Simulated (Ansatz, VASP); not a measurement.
**NaH: VASP beside Ansatz**

File INCAR:

```
SYSTEM = NaH
PREC = Accurate
ENCUT = 500
EDIFF = 1E-6
ISMEAR = 1
SIGMA = 0.01
LREAL = .FALSE.
LASPH = .TRUE.
NELM = 120
ALGO = Normal
ISIF = 2
LWAVE = .FALSE.
LCHARG = .FALSE.
GGA = PE
NBANDS = 11
GGA_COMPAT = .FALSE.
```

KPOINTS

```
Automatic mesh
0
G
  5 5 5
  0 0 0
```

The input POSCAR:

```
NaH
1.0
    0.0000000000      2.4389696622      2.4389696622
    2.4389696622      0.0000000000      2.4389696622
    2.4389696622      2.4389696622      0.0000000000
Na H
1 1
Direct
    0.0000000000      0.0000000000      0.0000000000
    0.5000000000      0.5000000000      0.5000000000
```

Input for Ansatz:

```yaml
crystal:
  lattice:
    - [7.316895468678993e-19, 2.438969662236193, 2.438969662236193]
    - [2.438969662236193, 8.04858501554689e-19, 2.438969662236193]
    - [2.438969662236193, 2.438969662236193, 2.195068640603698e-19]
  atoms:
    - { symbol: Na, position: [2.7663630739051628e-34, -2.164979796969258e-34, -2.4055331077436188e-35] }
    - { symbol: H, position: [0.5, 0.5, 0.5] }
basis:
  ecutwfc: 489.804952427784
kpoints:
  mp_grid:
    grid: [5, 5, 5]
hamiltonian:
  xc: pbe
scf:
  occupations:
    method: cold
    width: 0.01
output:
  forces: true
  stress: true
```

Alike in both runs: task single point; functional PBE; k mesh 5 × 5 × 5; no spin polarisation.

|  | VASP | Ansatz |
| --- | --- | --- |
| version | VASP 6.6.1 | Ansatz 0.2.0 |
| potentials or method | VASP PAW PBE potentials, release 64 (Na_pv, H), cutoff 500 eV | plane waves, PAW |
| occupations | methfessel-paxton of order 1, width 0.01 eV | cold, width 0.01 eV |
| valence electrons in the cell | 8 | 10 |

```csv
,VASP,Ansatz,Ansatz less VASP
pressure (GPa),-0.7,-0.6,+0.07
```

VASP's potentials hold 8 valence electrons a cell and Ansatz's 10, so a difference there can come from the potentials and not from the codes.

The k mesh is coarse, so the values compare programs but aren't converged.
